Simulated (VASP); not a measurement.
Here is a VASP 6.6.1 calculation.

INCAR

```
SYSTEM = SnSe
PREC     = Accurate       ! precision mode
ENCUT    = 520            ! plane-wave cutoff, eV
EDIFF    = 1E-7           ! SCF threshold, eV
ISMEAR   = 0              ! smearing method
SIGMA    = 0.05           ! smearing width, eV
LREAL    = .False.        ! projectors in reciprocal space
LASPH    = .True.         ! aspherical terms in the spheres
NELM     = 60             ! most SCF steps
ALGO     = Normal         ! electronic algorithm
ISIF     = 2              ! what is computed and relaxed
LWAVE    = .False.        ! write WAVECAR
LCHARG   = .True.         ! write CHGCAR
GGA      = PE             ! functional
IVDW     = 12             ! dispersion correction
LELF     = .True.         ! ELF
LVHAR    = .True.       
NBANDS   = 17             ! bands
```

The input KPOINTS:

```
regular mesh
0
Gamma
  10 10 10
  0 0 0
```

The input POSCAR:

```
SnSe
1.0
    3.6075516300      0.0000000000      0.0000000000
    0.0000000000      3.6075516300      0.0000000000
    0.0000000000      0.0000000000      3.6075516300
Se Sn
1 1
Direct
    0.0000000000      0.0000000000      0.0000000000
    0.5000000000      0.5000000000      0.5000000000
```

Potentials or basis: VASP PAW PBE potentials, release 64 (Se, Sn_d).

Run with:

```sh
$ cat potpaw_PBE.64/Se/POTCAR potpaw_PBE.64/Sn_d/POTCAR > POTCAR
$ mpirun -np 1 vasp_std > vasp.out
```

(1) Predict the pressure.

(2) What does it give for the dispersion energy per atom?

Answers

(1) 0.5 GPa.

(2) -0.408 eV.

Caveat: pairwise dispersion overbinds metals, which lowers pressure and volume.
